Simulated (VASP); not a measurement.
Ir:

```
Ir
1.0
     2.74805    0.00000    0.00000
    -1.37403    2.37988    0.00000
     0.00000    0.00000   20.04030
Ir
9
Direct
  0.00000 0.00000 0.00000
  0.33333 0.66667 0.11111
  0.00000 0.00000 0.22222
  0.33333 0.66667 0.33333
  0.66667 0.33333 0.44444
  0.33333 0.66667 0.55556
  0.66667 0.33333 0.66667
  0.00000 0.00000 0.77778
  0.66667 0.33333 0.88889
```

* Program: VASP 6.6.1
* Task: relaxation of cell and atoms
* Functional: PBE
* Potentials or basis: VASP PAW PBE potentials, release 64 (Ir)
* Cutoff: 600 eV
* k mesh: 18 × 18 × 3
* Occupations: gaussian, width 0.1 eV
* Spin: no spin polarisation

At the start: pressure 0.0 GPa; volume 14.56 Å³/atom.

Q: How do energy, volume and symmetry change on relaxing?

A: Over 7 steps the energy falls by 2.6 meV/atom; space group R-3m (No. 166, to 0.1 Å) before and after.

Step by step:
```csv
step,energy change (eV),largest force (eV/Å),pressure (GPa),volume (Å³)
1,0.0000,0.3561,0.03,131.06
2,-0.0216,0.0037,-0.08,131.11
3,-0.0225,0.0570,-0.09,131.10
4,-0.0231,0.0285,0.33,130.95
5,-0.0234,0.0049,0.18,131.00
6,-0.0231,0.0086,-0.49,131.26
7,-0.0235,0.0017,0.02,131.07
```

Final structure:
```
Ir
1.0
     2.74086    0.00000    0.00000
    -1.37043    2.37366    0.00000
     0.00000    0.00000   20.14567
Ir
9
Direct
  0.00000 0.00000 0.00000
  0.33333 0.66667 0.11029
  0.00000 0.00000 0.22305
  0.33333 0.66667 0.33333
  0.66667 0.33333 0.44362
  0.33333 0.66667 0.55638
  0.66667 0.33333 0.66667
  0.00000 0.00000 0.77695
  0.66667 0.33333 0.88971
```

Caveat: the highest band is partly filled, so the run has too few bands.
